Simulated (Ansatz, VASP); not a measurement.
# SrTiO3 in VASP and in Ansatz

```
CELL_PARAMETERS angstrom
-2.75550 2.75550 3.82004
2.75550 -2.75550 3.82004
2.75550 2.75550 -3.82004
ATOMIC_POSITIONS crystal
Sr 0.75000 0.25000 0.50000
Sr 0.25000 0.75000 0.50000
Ti 0.00000 0.00000 0.00000
Ti 0.50000 0.50000 0.00000
O 0.25000 0.25000 0.00000
O 0.75000 0.75000 0.00000
O 0.72832 0.22832 0.95665
O 0.22832 0.27168 0.50000
O 0.27168 0.77168 0.04335
O 0.77168 0.72832 0.50000
```

Change from the starting cell: z stretched by -2 %, ions relaxed.

Alike in both runs: functional PBE; k mesh 8 × 8 × 8; occupations fermi-dirac, width 0.02 eV; no spin polarisation.

Ansatz relaxed the structure, and its values are those at the end. VASP's run is a single point on that final structure, the one shown.

|  | VASP | Ansatz |
| --- | --- | --- |
| version | VASP 6.6.1 | Ansatz 0.2.0 |
| potentials or method | VASP PAW PBE potentials, release 64 (Sr_sv, Ti_sv, O) | plane-wave PAW, scalar-relativistic |
| plane-wave cutoff (eV) | 520 | 420 |
| valence electrons in the cell | 80 | 80 |

VASP gave:

```
gap on the k mesh at the Fermi level (eV) : 1.96
pressure (GPa)                            : 10.2
rms of the force components (eV/Å)        : 0.008
```

Q: Which values does Ansatz return?

A: gap on the k mesh at the Fermi level (eV): 2.00; pressure (GPa): 9.4; rms of the force components (eV/Å): 0.006.

The functional is the same, so the differences come from potentials, cutoffs and numerics. Ansatz's warnings: stress scf threshold loose.
